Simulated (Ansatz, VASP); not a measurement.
Two plane-wave programs on Cd

The input INCAR:

```
PREC = Accurate
ENCUT = 520
EDIFF = 1E-6
ISMEAR = 0
SIGMA = 0.15
LREAL = False
LASPH = True
NELM = 100
ALGO = Fast
ISIF = 2
LWAVE = False
LCHARG = True
GGA = PS
LELF = True
LVHAR = True
NBANDS = 19
```

The input KPOINTS:

```
regular mesh
0
Gamma
  18 18 8
```

The input POSCAR:

```
Cd
1.0
    2.8597176077      0.0000000000      0.0000000000
   -1.4298588039      2.4765880960      0.0000000000
    0.0000000000      0.0000000000      5.6176500000
Cd
2
Direct
    0.3333333333      0.6666666667      0.2500000000
    0.6666666667      0.3333333333      0.7500000000
```

Input for Ansatz:

```yaml
crystal:
  lattice:
    - [2.8597176077, 0.0, 0.0]
    - [-1.4298588039, 2.476588096, 0.0]
    - [0.0, 0.0, 5.61765]
  atoms:
    - { symbol: Cd, position: [0.3333333333, 0.6666666667, 0.25] }
    - { symbol: Cd, position: [0.6666666667, 0.3333333333, 0.75] }
basis:
  ecutwfc: 420
kpoints:
  mp_grid: { grid: [18, 18, 8] }
hamiltonian:
  xc: pbesol
scf:
  occupations: { method: gaussian, width: 0.15 }
output:
  forces: true
  stress: true
  eigenvalues: true
```

Change from the starting cell: strain -0.0400 x Voigt [1, 1, 0, 0, 0, 0], atoms carried along.

Alike in both runs: task single point; functional PBEsol; k mesh 18 × 18 × 8; occupations gaussian, width 0.15 eV; no spin polarisation.

```csv
,VASP,Ansatz
version,VASP 6.6.1,Ansatz 0.2.0
potentials or method,"VASP PAW PBE potentials, release 64 (Cd), cutoff 520 eV","scalar-relativistic, plane waves, PAW"
valence electrons in the cell,24,40
```

```csv
,VASP,Ansatz,Ansatz less VASP
gap on the k mesh at the Fermi level (eV),none,none,-
pressure (GPa),5.7,5.1,-0.58
"traceless stress, the component that is largest in VASP (GPa)",-3.55,-3.27,+0.288
```

VASP's potentials were made for PBE, not for PBEsol. A gap of «none» marks a metal or a gap that the smearing closes. VASP's potentials hold 24 valence electrons a cell and Ansatz's 40, so a difference there can come from the potentials and not from the codes.
